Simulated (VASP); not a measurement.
A run of VASP 6.6.1:

The input POSCAR:

```
BiIr
1.0
    4.1827179738      0.0000000000      0.0000000000
   -2.0913589870      3.6223400222      0.0000000000
    0.0000000000      0.0000000000      7.5548139708
Ir Bi
2 2
Direct
    0.3333333333      0.6666666667      0.0101404198
    0.6666666667      0.3333333333      0.5101404198
    0.3333333333      0.6666666667      0.3658595802
    0.6666666667      0.3333333333      0.8658595802
```

INCAR.step1

```
  ALGO = Normal
  EDIFF = 1E-6
  ENCUT = 520
  GGA = PE
  ISIF = 2
  ISMEAR = -1
  LASPH = T
  LCHARG = T
  LMAXMIX = 4
  LREAL = F
  LWAVE = F
  NBANDS = 32
  NELM = 100
  PREC = Accurate
  SIGMA = 0.05
```

File KPOINTS.step1:

```
k-points
0
Gamma
  9 9 5
```

Contents of INCAR.step2:

```
  ALGO = Normal
  EDIFF = 1E-6
  ENCUT = 520
  GGA = PE
  ICHARG = 11
  ISIF = 2
  ISMEAR = -5
  LASPH = T
  LCHARG = F
  LMAXMIX = 4
  LORBIT = 11
  LREAL = F
  LWAVE = F
  NBANDS = 32
  NEDOS = 1001
  NELM = 100
  PREC = Accurate
  SIGMA = 0.05
```

File KPOINTS.step2:

```
k-points
0
Gamma
  14 14 8
```

Potentials or basis: VASP PAW PBE potentials, release 64 (Ir, Bi_d).

The run is started by

```bash
$ cat potpaw_PBE.64/Ir/POTCAR potpaw_PBE.64/Bi_d/POTCAR > POTCAR
$ cp INCAR.step1 INCAR
$ cp KPOINTS.step1 KPOINTS
$ mpirun -np 1 vasp_std > vasp.out
$ cp INCAR.step2 INCAR
$ cp KPOINTS.step2 KPOINTS
$ mpirun -np 1 vasp_std > vasp.out
```

Hardware: 1 thread of Intel(R) Xeon(R) Platinum 8488C (Sapphire Rapids), on a shared host.

How long does it take, and how much memory?

It took 4.3 min on 1 thread of Intel(R) Xeon(R) Platinum 8488C (Sapphire Rapids), with other jobs on the host, peak memory 0.5 GiB. Counts: k points 120.
